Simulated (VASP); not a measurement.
# VWC2 (R-3m) in VASP: settings compared

Aim: see how the results for VWC2 move with the level of theory and the settings. Levels: PBEsol+D3(BJ), LDA. Tasks: single point.

Program: VASP 6.6.1. These are calculated values, not measurements. Logs are shortened: lines on timing, memory, paths and dates and some standing lists are left out, and cuts for length are marked.

**1. The cell of the first run**

Symmetry: R-3m, No. 166, trigonal system. The conventional cell has a = 2.984 Å, b = 2.984 Å, c = 14.522 Å, α = 90.00°, β = 90.00°, γ = 120.00°. W (site symmetry -3m) has 6 C at 2.14 Å within 2.8 Å. Within 2.7 Å of V (site symmetry -3m) lie 6 C at 2.07 Å. C (site symmetry 3m) has 3 V at 2.07 Å and 3 W at 2.14 Å within 2.7 Å.

**2. Single point, PBEsol+D3(BJ), collinear spin, ferromagnetic start**

INCAR reads:

```
ALGO     = Normal         # electronic algorithm
EDIFF    = 1E-7           # SCF threshold, eV
ENCUT    = 520            # plane-wave cutoff, eV
GGA      = PS             # functional
ISIF     = 2              # what is computed and relaxed
ISMEAR   = -1             # smearing method
ISPIN    = 2              # spin polarisation
IVDW     = 12             # dispersion correction
LASPH    = True           # aspherical terms in the spheres
LCHARG   = True           # write CHGCAR
LELF     = True           # ELF
LMAXMIX  = 4              # l up to which the mixer works
LORBIT   = 11             # projections on sites
LREAL    = False          # projectors in reciprocal space
LVHAR    = True         
LWAVE    = False          # write WAVECAR
MAGMOM   = 0 2 0 0        # initial moments
NBANDS   = 30             # bands
NELM     = 150            # most SCF steps
PREC     = Accurate       # precision mode
SIGMA    = 0.05           # smearing width, eV
```

KPOINTS reads:

```
k-points
0
Gamma
  10 10 10
```

POSCAR reads:

```
VWC2
1.0
    1.4920150142      0.8614152701      4.8407009288
   -1.4920150142      0.8614152701      4.8407009288
    0.0000000000     -1.7228305402      4.8407009289
W V C
1 1 2
Direct
    0.0000000000      0.0000000000      0.0000000000
    0.5000000000      0.5000000000      0.5000000000
    0.2460895207      0.2460895207      0.2460895207
    0.7539104793      0.7539104793      0.7539104793
```

Potentials or basis: VASP PAW PBE potentials, release 64 (W_sv, V_sv, C).

Command:

```console
> cat potpaw_PBE.64/W_sv/POTCAR potpaw_PBE.64/V_sv/POTCAR potpaw_PBE.64/C/POTCAR > POTCAR
> mpirun -np 1 vasp_std > vasp.out
```

OUTCAR:

```text
EDIFF = 1E-7
   ENCUT = 520
   GGA = PS
   ISIF = 2
   ISMEAR = -1
   ISPIN = 2
   IVDW = 12
   LASPH = True
   LORBIT = 11
   LREAL = False
   NELM = 150
   PREC = Accurate
 IVDW          = 12

 ion  position               nearest neighbor table
   1  0.000  0.000  0.000-   4 2.14   4 2.14   3 2.14   3 2.14   4 2.14   3 2.14   2 2.97   2 2.97
                             2 2.97   2 2.97   2 2.97   2 2.97
   2  0.500  0.500  0.500-   3 2.07   3 2.07   4 2.07   4 2.07   3 2.07   4 2.07   1 2.97   1 2.97
                             1 2.97   1 2.97   1 2.97   1 2.97
   3  0.246  0.246  0.246-   2 2.07   2 2.07   2 2.07   1 2.14   1 2.14   1 2.14
   4  0.754  0.754  0.754-   2 2.07   2 2.07   2 2.07   1 2.14   1 2.14   1 2.14

  LATTYP: Found a trigonal (rhomboedric) cell.
 ALAT       =     5.1381446605
 COS(alpha) =     0.8313587829

  Lattice vectors:

 A1 = (   1.4920150142,   0.8614152701,   4.8407009288)
 A2 = (  -1.4920150142,   0.8614152701,   4.8407009288)
 A3 = (   0.0000000000,  -1.7228305402,   4.8407009289)

Analysis of symmetry for initial positions (statically):
=====================================================================
 Subroutine PRICEL returns:
 Original cell was already a primitive cell.

 Routine SETGRP: Setting up the symmetry group for a
 trigonal (rhombohedral) supercell.

 Subroutine GETGRP returns: Found 12 space group operations
 (whereof 12 operations were pure point group operations)
 out of a pool of 12 trial point group operations.

The static configuration has the point symmetry D_3d.

Analysis of symmetry for dynamics (positions and initial velocities):
=====================================================================
 Subroutine PRICEL returns:
 Original cell was already a primitive cell.

 Routine SETGRP: Setting up the symmetry group for a
 trigonal (rhombohedral) supercell.

 Subroutine GETGRP returns: Found 12 space group operations
 (whereof 12 operations were pure point group operations)
 out of a pool of 12 trial point group operations.

The dynamic configuration has the point symmetry D_3d.

Analysis of structural, dynamic, and magnetic symmetry:
=====================================================================
 Subroutine PRICEL returns:
 Original cell was already a primitive cell.

 Routine SETGRP: Setting up the symmetry group for a
 trigonal (rhombohedral) supercell.

 Subroutine GETGRP returns: Found 12 space group operations
 (whereof 12 operations were pure point group operations)
 out of a pool of 12 trial point group operations.

The overall configuration has the point symmetry D_3d.

 Subroutine INISYM returns: Found 12 space group operations
 (whereof 12 operations are pure point group operations),
 and found     1 'primitive' translations

----------------------------------------------------------------------------------------

                                     Primitive cell

  volume of cell :      37.3289

  direct lattice vectors                    reciprocal lattice vectors
     1.492015014  0.861415270  4.840700929     0.335117271  0.193480047  0.068860551
    -1.492015014  0.861415270  4.840700929    -0.335117271  0.193480047  0.068860551
     0.000000000 -1.722830540  4.840700929     0.000000000 -0.386960093  0.068860551

  length of vectors
     5.138144661  5.138144661  5.138144661     0.393039297  0.393039297  0.393039297

  position of ions in fractional coordinates (direct lattice)
     0.000000000  0.000000000  0.000000000
     0.500000000  0.500000000  0.500000000
     0.246089521  0.246089521  0.246089521
     0.753910479  0.753910479  0.753910479

  ion indices of the primitive-cell ions
   primitive index   ion index
                 1           1
                 2           2
                 3           3
                 4           4

----------------------------------------------------------------------------------------

 KPOINTS: k-points

Automatic generation of k-mesh.
 Grid dimensions read from file:
 generate k-points for:   10   10   10

 Generating k-lattice:

  Cartesian coordinates                     Fractional coordinates (reciprocal lattice)
     0.033511727  0.019348005  0.006886055     0.100000000 -0.000000000 -0.000000000
    -0.033511727  0.019348005  0.006886055    -0.000000000  0.100000000 -0.000000000
     0.000000000 -0.038696009  0.006886055    -0.000000000 -0.000000000  0.100000000

  Length of vectors
     0.039303930  0.039303930  0.039303930

  Shift w.r.t. Gamma in fractional coordinates (k-lattice)
     0.000000000  0.000000000  0.000000000

 Subroutine IBZKPT returns following result:
 ===========================================

 Found    116 irreducible k-points:

 Following reciprocal coordinates:
            Coordinates               Weight
  0.000000  0.000000  0.000000      1.000000
  0.100000 -0.000000 -0.000000      6.000000
  0.200000 -0.000000 -0.000000      6.000000
  0.300000  0.000000 -0.000000      6.000000
[... 58 lines left out ...]
 maximum number of plane-waves:      1033
 NGX is ok and might be reduce to    40
   NGX = 19   NGY = 19   NGZ = 19

 number of electron      35.0000001 magnetization       0.0000309

 number of electron      35.0000001 magnetization      -0.0000025

 Free energy of the ion-electron system (eV)
  ---------------------------------------------------
  ext. energy  EPLUGINS =         0.00000000
  ---------------------------------------------------
  free energy    TOTEN  =       -43.45738473 eV

  energy without entropy =      -43.43855606  energy(sigma->0) =      -43.44797040

 E-fermi :  12.3151     XC(G=0): -13.9869

 val. band max:       12.2975822889   @ k =   0.5000   0.3000  -0.0000
 cond. band min:      12.3471455282   @ k =   0.3000   0.2000   0.1000
 fundamental gap:      0.0495632392
 Fermi energy:        12.3150849025

 spin component 1

 k-point     1 :       0.0000    0.0000    0.0000
  band No.  band energies     occupation
      1     -62.7394      1.00000
      2     -52.5135      1.00000
      3     -27.2325      1.00000
      4     -26.7650      1.00000
      5     -26.7650      1.00000
      6     -26.4341      1.00000
[... 21 lines left out ...]
     28      21.3809      0.00000
     29      24.0198      0.00000

 k-point     2 :       0.1000   -0.0000   -0.0000
  band No.  band energies     occupation
      1     -62.7353      1.00000
      2     -52.5099      1.00000
      3     -27.2117      1.00000
      4     -26.8308      1.00000
      5     -26.7797      1.00000
      6     -26.4397      1.00000
[... 696 lines left out ...]
 k-point    24 :       0.4000    0.3000    0.0000
  band No.  band energies     occupation
      1     -62.7039      1.00000
      2     -52.4825      1.00000
      3     -27.3105      1.00000
      4     -27.0626      1.00000
      5     -26.9290      1.00000
      6     -26.5585      1.00000
[... 21 lines left out ...]
     28      23.5129      0.00000
     29      25.5438      0.00000

 [... further k-points ...]

 spin component 2

 k-point     1 :       0.0000    0.0000    0.0000
  band No.  band energies     occupation
      1     -62.7394      1.00000
      2     -52.5135      1.00000
      3     -27.2325      1.00000
      4     -26.7650      1.00000
      5     -26.7650      1.00000
      6     -26.4342      1.00000
[... 21 lines left out ...]
     28      21.3809      0.00000
     29      24.0198      0.00000

 k-point     2 :       0.1000   -0.0000   -0.0000
  band No.  band energies     occupation
      1     -62.7353      1.00000
      2     -52.5100      1.00000
      3     -27.2117      1.00000
      4     -26.8308      1.00000
      5     -26.7797      1.00000
      6     -26.4397      1.00000
[... 696 lines left out ...]
 k-point    24 :       0.4000    0.3000    0.0000
  band No.  band energies     occupation
      1     -62.7039      1.00000
      2     -52.4826      1.00000
      3     -27.3105      1.00000
      4     -27.0626      1.00000
      5     -26.9290      1.00000
      6     -26.5585      1.00000
[... 21 lines left out ...]
     28      23.5129      0.00000
     29      25.5438      0.00000

 [... further k-points ...]

 [bands above 29 left out]

------------------------ aborting loop because EDIFF is reached ----------------------------------------

 Edisp (eV)   -1.77647

 E8    (eV) :    -1.1918

  FORCE on cell =-STRESS in cart. coord.  units (eV):
  Direction    XX          YY          ZZ          XY          YZ          ZX
  --------------------------------------------------------------------------------------
  -------------------------------------------------------------------------------------
  Total       0.23024     0.23024     0.21306     0.00000    -0.00000     0.00000
  in kB       9.88189     9.88189     9.14465     0.00000    -0.00000     0.00000
  external pressure =        9.64 kB  Pullay stress =        0.00 kB

 VOLUME and BASIS-vectors are now :
 -----------------------------------------------------------------------------
  energy-cutoff  :      520.00
  volume of cell :       37.33
      direct lattice vectors                 reciprocal lattice vectors
     1.492015014  0.861415270  4.840700929     0.335117271  0.193480047  0.068860551
    -1.492015014  0.861415270  4.840700929    -0.335117271  0.193480047  0.068860551
     0.000000000 -1.722830540  4.840700929     0.000000000 -0.386960093  0.068860551

 POSITION                                       TOTAL-FORCE (eV/Angst)
 -----------------------------------------------------------------------------------
      0.00000      0.00000      0.00000        -0.000000      0.000000      0.000000
      0.00000      0.00000      7.26105         0.000000      0.000000      0.000000
      0.00000      0.00000      3.57374        -0.000000     -0.000000     -0.024733
      0.00000      0.00000     10.94837        -0.000000     -0.000000      0.024733
 -----------------------------------------------------------------------------------
    total drift:                               -0.000000      0.000000     -0.000000

  FREE ENERGIE OF THE ION-ELECTRON SYSTEM (eV)
  ---------------------------------------------------
  free  energy   TOTEN  =       -45.2338573986 eV

  energy  without entropy=      -45.2150287208  energy(sigma->0) =      -45.22444306

 total charge

# of ion       s       p       d       tot
------------------------------------------
    1        2.337   6.435   3.489  12.261
    2        2.261   6.328   3.227  11.816
    3        0.876   1.580   0.000   2.456
    4        0.876   1.580   0.000   2.456
--------------------------------------------------
tot          6.351  15.922   6.715  28.989

 magnetization (x)

# of ion       s       p       d       tot
------------------------------------------
    1       -0.000  -0.000  -0.000  -0.000
    2        0.000   0.000   0.000   0.000
    3       -0.000  -0.000   0.000  -0.000
    4       -0.000  -0.000   0.000  -0.000
--------------------------------------------------
tot         -0.000  -0.000  -0.000  -0.000
```

Run time: 14 min. Hardware: 1 thread of Intel Xeon Platinum 8488C (Sapphire Rapids), shared host; peak memory 0.45 GiB.

What came out:

* Free energy: -45.2339 eV
* Pressure: 1.0 GPa
* Largest force: 0.025 eV/Å
* Net moment: 0.00 μB per cell
* Valence electrons inside the program's atomic spheres: W 12.26; V 11.82; C 2.46
* Dispersion energy per atom: -0.444 eV

Forces in eV/Å, atoms in the order of the input:
```
W    0.000  0.000  0.000
V    0.000  0.000  0.000
C    0.000  0.000 -0.025
C    0.000  0.000  0.025
```

Caveat: the moments typed at the start vanished in this run; the PAW data sets were made with another functional, which shifts forces and pressure a little; spin-orbit coupling is left out, which moves the levels of the heavy elements.

**3. Single point, PBEsol+D3(BJ), collinear spin, ferromagnetic start**

This run uses another cell than the first one, of 9.38 Å³/atom.

INCAR reads:

```
PREC = Accurate ; ENCUT = 520
EDIFF = 1E-6 ; ISMEAR = -1
SIGMA = 0.05 ; LREAL = False
LASPH = True ; NELM = 150
ALGO = Normal ; ISIF = 2
LWAVE = False ; LCHARG = False
ISPIN = 2 ; MAGMOM = 0 2 0 0
LORBIT = 11 ; LMAXMIX = 4
GGA = PS ; IVDW = 12
NBANDS = 30
```

KPOINTS reads:

```
regular mesh
0
Gamma
  10 10 10
```

POSCAR reads:

```
VWC2
1.0
    1.4942557260      0.8627089456      4.8483779536
   -1.4942557260      0.8627089456      4.8483779536
    0.0000000000     -1.7254178912      4.8483779536
W V C
1 1 2
Direct
    0.0000000000      0.0000000000      0.0000000000
    0.5000000000      0.5000000000      0.5000000000
    0.2461522240      0.2461522240      0.2461522240
    0.7538477760      0.7538477760      0.7538477760
```

Potentials or basis: VASP PAW PBE potentials, release 64 (W_sv, V_sv, C).

Command:

```console
> cat potpaw_PBE.64/W_sv/POTCAR potpaw_PBE.64/V_sv/POTCAR potpaw_PBE.64/C/POTCAR > POTCAR
> mpirun -np 1 vasp_std > vasp.out
```

Run time: 11 min. Hardware: 1 thread of Intel Xeon Platinum 8488C (Sapphire Rapids), shared host; peak memory 0.44 GiB.

It converged, with:

```
Free energy                                           : -45.2340 eV
Pressure                                              : -0.9 GPa
Largest force                                         : 0.023 eV/Å
Net moment                                            : 0.00 μB per cell
Valence electrons inside the program's atomic spheres : W 12.25; V 11.80; C 2.45
Dispersion energy per atom                            : -0.442 eV
```

Forces in eV/Å, atoms in the order of the input:
```
W    0.000  0.000  0.000
V    0.000  0.000  0.000
C    0.000  0.000 -0.023
C    0.000  0.000  0.023
```

Levels at points of the mesh, in eV from the Fermi level:
Spin up:
| k point | band 14 | band 15 | band 16 | band 17 | band 18 | band 19 | band 20 | band 21 | band 22 | band 23 |
| --- | --- | --- | --- | --- | --- | --- | --- | --- | --- | --- |
| (0.00, 0.00, 0.00) | -1.99 | -1.99 | -1.88 | -0.48 | -0.48 | -0.10 | -0.10 | -0.02 | 1.19 | 1.19 |
| (0.50, 0.00, 0.00) | -4.88 | -4.72 | -3.91 | -0.88 | -0.58 | 0.97 | 1.64 | 2.30 | 3.27 | 3.95 |
| (0.50, 0.50, 0.00) | -5.36 | -4.75 | -1.87 | -1.79 | 0.74 | 0.99 | 1.08 | 1.80 | 2.50 | 3.21 |
| (0.50, 0.50, 0.50) | -4.91 | -3.90 | -3.90 | -0.61 | -0.61 | -0.40 | -0.40 | 0.67 | 1.29 | 4.23 |
Spin down:
| k point | band 15 | band 16 | band 17 | band 18 | band 19 | band 20 | band 21 | band 22 |
| --- | --- | --- | --- | --- | --- | --- | --- | --- |
| (0.00, 0.00, 0.00) | -1.99 | -1.88 | -0.48 | -0.48 | -0.10 | -0.10 | -0.02 | 1.19 |
| (0.50, 0.00, 0.00) | -4.72 | -3.91 | -0.88 | -0.58 | 0.97 | 1.64 | 2.30 | 3.27 |
| (0.50, 0.50, 0.00) | -4.75 | -1.87 | -1.79 | 0.74 | 0.99 | 1.08 | 1.80 | 2.50 |
| (0.50, 0.50, 0.50) | -3.90 | -3.90 | -0.61 | -0.61 | -0.40 | -0.40 | 0.67 | 1.29 |

Caveat: three body term missing; the moments typed at the start vanished in this run; the PAW data sets were made with another functional, which shifts forces and pressure a little; spin-orbit coupling is left out, which moves the levels of the heavy elements.

**4. Single point, LDA, collinear spin, ferromagnetic start (10.42 Å³/atom)**

This run uses another cell than the first one, of 10.42 Å³/atom.

INCAR reads:

```
PREC = Accurate
ENCUT = 520
EDIFF = 1E-6
ISMEAR = -1
SIGMA = 0.05
LREAL = False
LASPH = True
NELM = 150
ALGO = Normal
ISIF = 2
LWAVE = False
LCHARG = False
ISPIN = 2
MAGMOM = 0 2 0 0
LORBIT = 11
LMAXMIX = 4
NBANDS = 30
```

KPOINTS reads:

```
Automatic mesh
0
Gamma
  10 10 10
```

POSCAR reads:

```
VWC2
1.0
    1.5467945743      0.8930422639      5.0306607640
   -1.5467945743      0.8930422639      5.0306607640
    0.0000000000     -1.7860845277      5.0306607640
W V C
1 1 2
Direct
    0.0000000000      0.0000000000      0.0000000000
    0.5000000000      0.5000000000      0.5000000000
    0.2464940000      0.2464940000      0.2464940000
    0.7535060000      0.7535060000      0.7535060000
```

Potentials or basis: VASP PAW LDA potentials, release 64 (W_sv, V_sv, C).

Command:

```console
> cat potpaw_LDA.64/W_sv/POTCAR potpaw_LDA.64/V_sv/POTCAR potpaw_LDA.64/C/POTCAR > POTCAR
> mpirun -np 1 vasp_std > vasp.out
```

Wall time 12 min (1 thread of AMD EPYC 7R43 (Zen 3), shared host); peak memory 0.33 GiB.

Results (log left out):

| Property | Result |
| --- | --- |
| Free energy | -44.6681 eV |
| Pressure | -31.2 GPa |
| Largest force | 0.334 eV/Å |
| Net moment | 0.00 μB per cell |
| Valence electrons inside the program's atomic spheres | W 12.01; V 11.58; C 2.37 |

Forces in eV/Å, atoms in the order of the input:
```
W    0.000  0.000  0.000
V    0.000  0.000  0.000
C    0.000  0.000  0.334
C    0.000  0.000 -0.334
```

Stress tensor (GPa, compression positive):
```
-31.20   0.00   0.00
  0.00 -31.20   0.00
  0.00   0.00 -31.12
```

Levels at points of the mesh, in eV from the Fermi level:
Spin up:
```tsv
k point	band 14	band 15	band 16	band 17	band 18	band 19	band 20	band 21	band 22	band 23
(0.00, 0.00, 0.00)	-1.69	-1.69	-1.62	-0.43	-0.43	0.00	0.00	0.06	0.96	0.96
(0.50, 0.00, 0.00)	-4.36	-4.25	-3.45	-0.79	-0.49	0.81	1.38	1.90	2.74	3.44
(0.50, 0.50, 0.00)	-4.98	-4.07	-1.68	-1.63	0.62	0.81	0.88	1.48	2.07	2.69
(0.50, 0.50, 0.50)	-4.35	-3.38	-3.38	-0.54	-0.54	-0.33	-0.33	0.61	1.12	3.74
```
Spin down:
```tsv
k point	band 16	band 17	band 18	band 19	band 20	band 21
(0.00, 0.00, 0.00)	-1.62	-0.43	-0.43	0.00	0.00	0.06
(0.50, 0.00, 0.00)	-3.45	-0.79	-0.49	0.81	1.38	1.90
(0.50, 0.50, 0.00)	-1.68	-1.63	0.62	0.81	0.88	1.48
(0.50, 0.50, 0.50)	-3.38	-0.54	-0.54	-0.33	-0.33	0.61
```

Caveat: the cell stands under tension; the moments typed at the start vanished in this run; spin-orbit coupling is left out, which moves the levels of the heavy elements.

**5. Overview**

| level | potentials or basis | cell | gap on the mesh (eV) | pressure (GPa) | moment (μB) | largest force (eV/Å) |
| --- | --- | --- | --- | --- | --- | --- |
| PBEsol+D3(BJ) | VASP PAW PBE potentials, release 64 (W_sv, V_sv, C) | a = 5.138 Å, angles 33.8°, 4 atoms, atomic positions A | none | 1.0 | 0.00 | 0.02 |
| PBEsol+D3(BJ) | VASP PAW PBE potentials, release 64 (W_sv, V_sv, C) | a = 5.146 Å, angles 33.8°, 4 atoms, atomic positions B | none | -0.9 | 0.00 | 0.02 |
| LDA | VASP PAW LDA potentials, release 64 (W_sv, V_sv, C) | a = 5.338 Å, angles 33.7°, 4 atoms, atomic positions C | none | -31.2 | 0.00 | 0.33 |

Alike in all rows: task single point; spin collinear, ferromagnetic start; k mesh 10 × 10 × 10; cutoff (eV) 520; smearing fermi-dirac 0.05 eV.

Caveats: the moments typed at the start vanished in this run; spin-orbit coupling is left out, which moves the levels of the heavy elements; the PAW data sets were made with another functional, which shifts forces and pressure a little (at least some runs); three body term missing (at least some runs); the cell stands under tension (at least some runs).

Total energies depend on the potentials used, so only differences within one code and one set of settings carry meaning.

The gap in the log of VASP goes by the Fermi energy; the results here count the filled bands.